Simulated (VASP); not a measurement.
LiRe3, 4 atoms in the cell. Symmetry: I4/mmm, No. 139, tetragonal system. The conventional cell has a = 3.711 Å, b = 3.711 Å, c = 8.290 Å, α = 90.00°, β = 90.00°, γ = 90.00°. Within 3.5 Å of Li (site symmetry 4/mmm) lie 12 Re at 2.62 to 2.78 Å. Within 3.5 Å of Re (site symmetry 4/mmm) lie 4 Li at 2.62 Å and 8 Re at 2.78 Å. Within 3.5 Å of Re (site symmetry -4m2) lie 8 Re at 2.62 to 2.78 Å and 4 Li at 2.78 Å. 

- Program: VASP 6.6.1
- Task: single point
- Functional: PBE
- Potentials or basis: VASP PAW PBE potentials, release 64 (Li_sv, Re)
- Cutoff: 520 eV
- k mesh: 6 × 6 × 6
- Occupations: gaussian, width 0.1 eV
- Spin: no spin polarisation
- Dipole correction: no
- Further INCAR settings: ALGO = Fast; EDIFF = 1e-06; NBANDS = 20

Potentials or basis: VASP PAW PBE potentials, release 64 (Li_sv, Re).

Run with:

```sh
$ cat potpaw_PBE.64/Li_sv/POTCAR potpaw_PBE.64/Re/POTCAR > POTCAR
$ mpirun -np 1 vasp_std > vasp.out
```

Hardware: 1 thread of Intel Xeon 6975P-C, with other jobs on the host.

Problem. Estimate the wall time of this run.

Solution. Run time: 91 s on 1 thread of Intel Xeon 6975P-C, with other jobs on the host, peak memory 0.22 GiB. Counts: scf iterations 35, k points 30.
